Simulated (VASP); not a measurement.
A run of VASP 6.6.1:

Contents of INCAR:

```
SYSTEM = Zn
PREC = Accurate ; ENCUT = 600
EDIFF = 1E-7 ; ISMEAR = 0
SIGMA = 0.1 ; LREAL = .FALSE.
LASPH = .TRUE. ; NELM = 100
ALGO = Fast ; ISIF = 4
LWAVE = .FALSE. ; LCHARG = .FALSE.
GGA = PE ; IBRION = 2
NSW = 50 ; EDIFFG = -0.01
```

File KPOINTS:

```
Automatic mesh
0
G
  18 18 8
  0 0 0
```

Contents of POSCAR:

```
Zn
1.0
    2.6947055275      0.0000000000      0.0000000000
   -1.3473527638      2.3336834426      0.0000000000
    0.0000000000      0.0000000000      5.3659905410
Zn
2
Direct
    0.3333333333      0.6666666667      0.2500000000
    0.6666666667      0.3333333333      0.7500000000
```

Potentials or basis: VASP PAW PBE potentials, release 64 (Zn).

Run with:

```bash
$ cat potpaw_PBE.64/Zn/POTCAR > POTCAR
$ mpirun -np 1 vasp_std > vasp.out
```

Hardware: 1 thread of Intel Xeon 8259CL (shared host).

Task: How long does it take, and how much memory?

Result: It took 4.3 min on 1 thread of Intel Xeon 8259CL, with other jobs on the host, peak memory 0.25 GiB. Counts: scf iterations 27, k points 185, ion steps 3.
